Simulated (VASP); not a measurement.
YWF3, 5 atoms in the cell. Symmetry: Pm-3m, No. 221, cubic system. The conventional cell has a = 4.299 Å, b = 4.299 Å, c = 4.299 Å, α = 90.00°, β = 90.00°, γ = 90.00°. Y (site symmetry m-3m) has 12 F at 3.04 Å and 8 W at 3.72 Å within 4.0 Å. Within 2.8 Å of W (site symmetry m-3m) lie 6 F at 2.15 Å. Within 2.8 Å of F (site symmetry 4/mmm) lie 2 W at 2.15 Å. 

| Item | Value |
| --- | --- |
| Program | VASP 6.6.1 |
| Task | single point |
| Functional | PBE |
| Potentials or basis | VASP PAW PBE potentials, release 64 (Y_sv, W_sv, F) |
| Cutoff | 520 eV |
| k mesh | 10 × 10 × 10 |
| Occupations | gaussian, width 0.1 eV |
| Spin | no spin polarisation |
| Dipole correction | no |
| Further INCAR settings | ALGO = Normal; EDIFF = 1e-07; NBANDS = 31 |

Potentials or basis: VASP PAW PBE potentials, release 64 (Y_sv, W_sv, F).

Launch:

```bash
$ cat potpaw_PBE.64/Y_sv/POTCAR potpaw_PBE.64/W_sv/POTCAR potpaw_PBE.64/F/POTCAR > POTCAR
$ mpirun -np 1 vasp_std > vasp.out
```

Hardware: 1 thread of AMD EPYC 9R45 96-Core Processor (Zen 5), with other jobs on the host.

Task: How long does it take, and how much memory?

Result: Run time: 62 s on 1 thread of AMD EPYC 9R45 96-Core Processor (Zen 5), with other jobs on the host, peak memory 0.25 GiB. Counts: scf iterations 15, k points 56.
